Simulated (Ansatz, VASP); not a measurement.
KZrN: VASP beside Ansatz

INCAR

```
PREC = Accurate ; ENCUT = 600
EDIFF = 1E-6 ; ISMEAR = 0
SIGMA = 0.1 ; LREAL = F
LASPH = T ; NELM = 100
ALGO = Normal ; ISIF = 3
LWAVE = F ; LCHARG = F
GGA = PE ; IBRION = 2
NSW = 100 ; EDIFFG = -0.01
```

Contents of KPOINTS:

```
Automatic mesh
0
Gamma
  12 12 8
```

File POSCAR:

```
KZrN
1.0
    3.6386522068      0.0000000000      0.0000000000
   -1.8193261034      3.1511652466      0.0000000000
    0.0000000000      0.0000000000      6.7038322650
K Zr N
1 1 1
Direct
    0.0000000000      0.0000000000      0.0000000000
    0.3333333333      0.6666666667      0.5000000000
    0.6666666667      0.3333333333      0.5000000000
```

Input for Ansatz:

```yaml
crystal:
  lattice:
    - [3.6386522068, 0.0, 0.0]
    - [-1.8193261034, 3.1511652466, 0.0]
    - [0.0, 0.0, 6.703832265]
  atoms:
    - { symbol: K, position: [0.0, 0.0, 0.0] }
    - { symbol: Zr, position: [0.3333333333, 0.6666666667, 0.5] }
    - { symbol: "N", position: [0.6666666667, 0.3333333333, 0.5] }
basis:
  ecutwfc: 420
kpoints:
  mp_grid: { grid: [12, 12, 8] }
hamiltonian:
  xc: pbe
scf:
  occupations: { method: gaussian, width: 0.1 }
output:
  forces: true
  stress: true
  eigenvalues: true
relax:
  adjacent_minimum: "off"
  f_tol: 0.01
  max_steps: 80
  cell: { stress_tol: 0.05 }
```

Change from the starting cell: species swapped into the SrCuSi type (P-6m2, No. 187).

Alike in both runs: task relaxation of cell and atoms; functional PBE; k mesh 12 × 12 × 8; occupations gaussian, width 0.1 eV; no spin polarisation.

|  | VASP | Ansatz |
| --- | --- | --- |
| version | VASP 6.6.1 | Ansatz 0.2.0 |
| potentials or method | VASP PAW PBE potentials, release 64 (K_sv, Zr_sv, N), cutoff 600 eV | scalar-relativistic, plane waves, PAW |
| valence electrons in the cell | 26 | 26 |

|  | VASP | Ansatz | Ansatz less VASP |
| --- | --- | --- | --- |
| gap on the k mesh at the Fermi level, each at its own relaxed structure (eV) | none | none | - |
| relaxed volume (Å³/atom) | 25.53 | 25.51 | -0.023 |
| relaxed length of the cell vector where the two differ most in proportion (Å) | 3.643 | 3.641 | -0.0017 |

A gap of «none» marks a metal or a gap that the smearing closes.
